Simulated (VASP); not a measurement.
Here is a VASP 6.6.1 calculation.

Contents of POSCAR:

```
Ir
1.0
    2.5528321554      0.0000000000      0.0000000000
    0.0000000000      2.5528321554      0.0000000000
    0.0000000000      0.0000000000      2.5528321554
Ir
1
Direct
    0.0000000000      0.0000000000      0.0000000000
```

INCAR.step1

```
  ALGO = Normal
  EDIFF = 1E-4
  ENCUT = 520
  GGA = PE
  ISMEAR = -1
  ISPIN = 2
  LASPH = True
  LCHARG = False
  LMAXMIX = 4
  LREAL = False
  LWAVE = True
  MAGMOM = 1
  NBANDS = 14
  NELM = 150
  PREC = Accurate
  SIGMA = 0.05
```

File INCAR.step2:

```
  ALGO = Normal
  EDIFF = 1E-7
  ENCUT = 520
  ISIF = 2
  ISMEAR = -1
  ISPIN = 2
  ISTART = 1
  LASPH = True
  LCHARG = False
  LMAXMIX = 4
  LMIXTAU = True
  LORBIT = 11
  LREAL = False
  LWAVE = False
  MAGMOM = 1
  METAGGA = R2SCAN
  NBANDS = 14
  NELM = 150
  PREC = Accurate
  SIGMA = 0.05
```

KPOINTS

```
k-points
0
Gamma
  20 20 20
```

Potentials or basis: VASP PAW PBE potentials, release 64 (Ir).

Launch:

```sh
$ cat potpaw_PBE.64/Ir/POTCAR > POTCAR
$ cp INCAR.step1 INCAR
$ mpirun -np 1 vasp_std > vasp.out
$ cp INCAR.step2 INCAR
$ mpirun -np 1 vasp_std > vasp.out
```

(1) What does it give for the net moment?

(2) Estimate the pressure.

Results:

(1) 0.00 μB per cell.

(2) 1.1 GPa.

Caveat: the PAW data sets were made with another functional, which shifts forces and pressure a little.
